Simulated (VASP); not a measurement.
## Ni: single point with PBEsol

Crystal: Ni.

```
Ni
1.0
     3.93076    0.00000    0.00000
    -1.96538    3.40414    0.00000
     0.00000    0.00000    2.36405
Ni
3
Cartesian
  1.9654 3.4041 0.0000
  0.0000 2.2694 1.1820
  1.9654 1.1347 1.1820
```

| Quantity | Value |
| --- | --- |
| Program | VASP 6.6.1 |
| Task | single point |
| Functional | PBEsol |
| Potentials or basis | VASP PAW PBE potentials, release 64 (Ni) |
| Cutoff | 520 eV |
| k mesh | 12 × 12 × 17 |
| Occupations | fermi-dirac, width 0.1 eV |
| Spin | no spin polarisation |

```
Pressure               : 0.0 GPa
Band gap on the k mesh : zero (band 15 reaches 9.92 eV, above the bottom of band 16 at 9.31 eV)
```

Stress tensor (GPa, compression positive):
```
 0.10  0.00  0.00
 0.00  0.10  0.00
 0.00  0.00 -0.15
```

Levels at points of the mesh, in eV from the Fermi level:
```
           k point  band 13  band 14  band 15  band 16  band 17  band 18  band 19  band 20
(0.00, 0.00, 0.00)    -1.03    -1.03     0.08     0.08     6.44     6.44     6.45     6.45
(0.50, 0.00, 0.00)    -0.24    -0.22    -0.20    -0.13     0.10     0.11     6.75    15.99
```

It took 100 s on 1 thread of Intel(R) Xeon(R) Platinum 8259CL CPU @ 2.50GHz (Skylake/Cascade Lake), with other jobs on the host, peak memory 0.21 GiB.

Caveat: the PAW data sets were made with another functional, which shifts forces and pressure a little; the run has no spin polarisation, though such a crystal can be magnetic. Spin polarisation is off, so any magnetic state and its effect on volume and gap are missing.
